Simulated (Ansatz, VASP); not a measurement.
## Two plane-wave programs on Al2O3

The input INCAR:

```
SYSTEM = Al2O3
PREC = Accurate ; ENCUT = 520
EDIFF = 1E-6 ; ISMEAR = 0
SIGMA = 0.05 ; LREAL = .False.
LASPH = .True. ; NELM = 80
ALGO = Normal ; ISIF = 2
LWAVE = .False. ; LCHARG = .False.
GGA = PE ; IVDW = 12
NBANDS = 20
```

The input KPOINTS:

```
regular mesh
0
Gamma
  12 12 4
  0 0 0
```

Contents of POSCAR:

```
Al2O3
1.0
    2.9275898225      0.0000000000      0.0000000000
   -1.4637949113      2.5353671582      0.0000000000
    0.0000000000      0.0000000000      9.0566518262
Al O
2 3
Direct
    0.0000000000      0.0000000000      0.1499923300
    0.0000000000      0.0000000000      0.8500076700
    0.3333333333      0.6666666667      0.2223169200
    0.6666666667      0.3333333333      0.0000000000
    0.3333333333      0.6666666667      0.7776830800
```

Input for Ansatz:

```yaml
crystal:
  lattice:
    - [2.9275898225, 0.0, 0.0]
    - [-1.4637949113, 2.5353671582, 0.0]
    - [0.0, 0.0, 9.0566518262]
  atoms:
    - { symbol: Al, position: [0.0, 0.0, 0.14999233] }
    - { symbol: Al, position: [0.0, 0.0, 0.85000767] }
    - { symbol: O, position: [0.3333333333, 0.6666666667, 0.22231692] }
    - { symbol: O, position: [0.6666666667, 0.3333333333, 0.0] }
    - { symbol: O, position: [0.3333333333, 0.6666666667, 0.77768308] }
basis:
  ecutwfc: 420
kpoints:
  mp_grid: { grid: [12, 12, 4] }
hamiltonian:
  xc: pbe
  dispersion: d3bj
scf:
  occupations: { method: gaussian, width: 0.05 }
output:
  forces: true
  stress: true
  eigenvalues: true
```

Change from the starting cell: strain +0.015 along x and y, -0.030 along z, atoms carried along.

Alike in both runs: task single point; functional PBE; dispersion D3(BJ); k mesh 12 × 12 × 4; occupations gaussian, width 0.05 eV; no spin polarisation.

```csv
,VASP,Ansatz
version,VASP 6.6.1,Ansatz 0.2.0
potentials or method,"VASP PAW PBE potentials, release 64 (Al, O), cutoff 520 eV","scalar-relativistic, plane waves, PAW"
valence electrons in the cell,24,24
```

```csv
,VASP,Ansatz,Ansatz less VASP
gap on the k mesh at the Fermi level (eV),4.34,4.36,+0.020
least direct gap on the mesh (eV),4.57,4.58,+0.017
pressure (GPa),-3.7,-3.7,+0.02
"traceless stress, the component that is largest in VASP (GPa)",7.30,7.50,+0.196
rms of the force components (eV/Å),0.219,0.208,-0.0108
```

Atom by atom the forces differ by 0.016 eV/Å (rms over components).
